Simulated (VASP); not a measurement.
Crystal: Ta.

```
Ta
1.0
    -1.64603    1.64603    1.64603
     1.64603   -1.64603    1.64603
     1.64603    1.64603   -1.64603
Ta
1
Cartesian
  0.0000 0.0000 0.0000
```

```yaml
Program: VASP 6.6.1
Task: relaxation of cell and atoms
Functional: PBE
Potentials_or_basis: VASP PAW PBE potentials, release 64 (Ta_pv)
Cutoff: 500 eV
k_mesh: 18 × 18 × 18
Occupations: gaussian, width 0.1 eV
Spin: no spin polarisation
```

At the start: pressure 5.1 GPa; volume 17.84 Å³/atom.

Problem. Where does the relaxation end?

Solution. Over 3 steps the energy falls by 6.9 meV/atom and the volume is 18.29 Å³/atom (+2.6 %); space group Im-3m (No. 229, to 0.1 Å) before and after.

Step by step:
| step | energy change (eV) | largest force (eV/Å) | pressure (GPa) | volume (Å³) |
| --- | --- | --- | --- | --- |
| 1 | 0.0000 | 0.0000 | 5.06 | 17.84 |
| 2 | 0.0266 | 0.0000 | -9.80 | 19.33 |
| 3 | -0.0069 | 0.0000 | -0.08 | 18.29 |

Final structure:
```cif
data_structure
_symmetry_space_group_name_H-M 'P 1'
_symmetry_Int_Tables_number 1
_cell_length_a 2.8750
_cell_length_b 2.8750
_cell_length_c 2.8750
_cell_angle_alpha 109.471
_cell_angle_beta 109.471
_cell_angle_gamma 109.471
_cell_volume 18.29
loop_
_atom_site_label
_atom_site_type_symbol
_atom_site_fract_x
_atom_site_fract_y
_atom_site_fract_z
_atom_site_occupancy
Ta1 Ta 0.00000 0.00000 0.00000 1
```
